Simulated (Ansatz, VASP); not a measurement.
Two plane-wave programs on KCl

```
K Cl
1.0
     0.00000    3.50728    3.43573
     3.50728    0.00000    3.43573
     3.50728    3.50728    0.00000
K Cl
1 1
Direct
  0.00000 0.00000 0.00000
  0.25000 0.25000 0.25000
```

Change from the starting cell: uniaxial_z strain -2.0%.

Alike in both runs: task single point; functional PBE; k mesh 6 × 6 × 6; occupations fermi-dirac, width 0.02 eV; no spin polarisation.

|  | VASP | Ansatz |
| --- | --- | --- |
| version | VASP 6.6.1 | Ansatz 0.2.0 |
| potentials or method | VASP PAW PBE potentials, release 64 (K_sv, Cl) | plane waves, PAW |
| plane-wave cutoff (eV) | 500 | 420 |
| valence electrons in the cell | 16 | 16 |

|  | VASP | Ansatz | Ansatz less VASP |
| --- | --- | --- | --- |
| gap on the k mesh at the Fermi level (eV) | 4.81 | 4.81 | +0.001 |
| pressure (GPa) | 0.6 | 0.5 | -0.01 |
